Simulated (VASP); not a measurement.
Write the native input for VASP 6.6.1 that does the following.

- Task: single point
- Functional: r2SCAN
- Potentials or basis: VASP PAW PBE potentials, release 64 (Ta_pv, Sb)
- Cutoff: 520 eV
- k mesh: 10 × 10 × 10
- Occupations: gaussian, width 0.05 eV
- Spin: no spin polarisation
- Dipole correction: no
- Further INCAR settings: ALGO = Normal; EDIFF = 1e-07; NBANDS = 15

The system is TaSb.

```
Ta Sb
1.0
     0.00000    3.13313    3.13313
     3.13313    0.00000    3.13313
     3.13313    3.13313    0.00000
Ta Sb
1 1
Direct
  0.00000 0.00000 0.00000
  0.25000 0.25000 0.25000
```

These files were run (other wordings do the same):

POSCAR

```
TaSb
1.0
    0.0000000000      3.1331289727      3.1331289727
    3.1331289727      0.0000000000      3.1331289727
    3.1331289727      3.1331289727      0.0000000000
Ta Sb
1 1
Direct
    0.0000000000      0.0000000000      0.0000000000
    0.2500000000      0.2500000000      0.2500000000
```

INCAR.step1

```
ALGO     = Normal         # electronic algorithm
EDIFF    = 1E-4           # SCF threshold, eV
ENCUT    = 520            # plane-wave cutoff, eV
GGA      = PE             # functional
ISMEAR   = 0              # smearing method
LASPH    = T              # aspherical terms in the spheres
LCHARG   = F              # write CHGCAR
LREAL    = F              # projectors in reciprocal space
LWAVE    = T              # write WAVECAR
NBANDS   = 15             # bands
NELM     = 60             # most SCF steps
PREC     = Accurate       # precision mode
SIGMA    = 0.05           # smearing width, eV
```

INCAR.step2

```
ALGO     = Normal         # electronic algorithm
EDIFF    = 1E-7           # SCF threshold, eV
ENCUT    = 520            # plane-wave cutoff, eV
ISIF     = 2              # what is computed and relaxed
ISMEAR   = 0              # smearing method
ISTART   = 1            
LASPH    = T              # aspherical terms in the spheres
LCHARG   = F              # write CHGCAR
LMIXTAU  = T            
LREAL    = F              # projectors in reciprocal space
LWAVE    = F              # write WAVECAR
METAGGA  = R2SCAN         # meta-GGA
NBANDS   = 15             # bands
NELM     = 60             # most SCF steps
PREC     = Accurate       # precision mode
SIGMA    = 0.05           # smearing width, eV
```

KPOINTS

```
k-points
0
Gamma
  10 10 10
```

Potentials or basis: VASP PAW PBE potentials, release 64 (Ta_pv, Sb).

The run is started by

```sh
$ cat potpaw_PBE.64/Ta_pv/POTCAR potpaw_PBE.64/Sb/POTCAR > POTCAR
$ cp INCAR.step1 INCAR
$ mpirun -np 1 vasp_std > vasp.out
$ cp INCAR.step2 INCAR
$ mpirun -np 1 vasp_std > vasp.out
```

It gave:

| Property | Result |
| --- | --- |
| Pressure | -0.5 GPa |
| Band gap on the k mesh | zero (band 8 reaches 4.80 eV, above the bottom of band 9 at 4.49 eV) |

Caveat: the PAW data sets were made with another functional, which shifts forces and pressure a little; spin-orbit coupling is left out, which moves the levels of the heavy elements.

Wall time 3.9 min on 1 thread of Intel(R) Xeon(R) Platinum 8375C CPU @ 2.90GHz (Ice Lake) (shared host), peak memory 0.24 GiB.
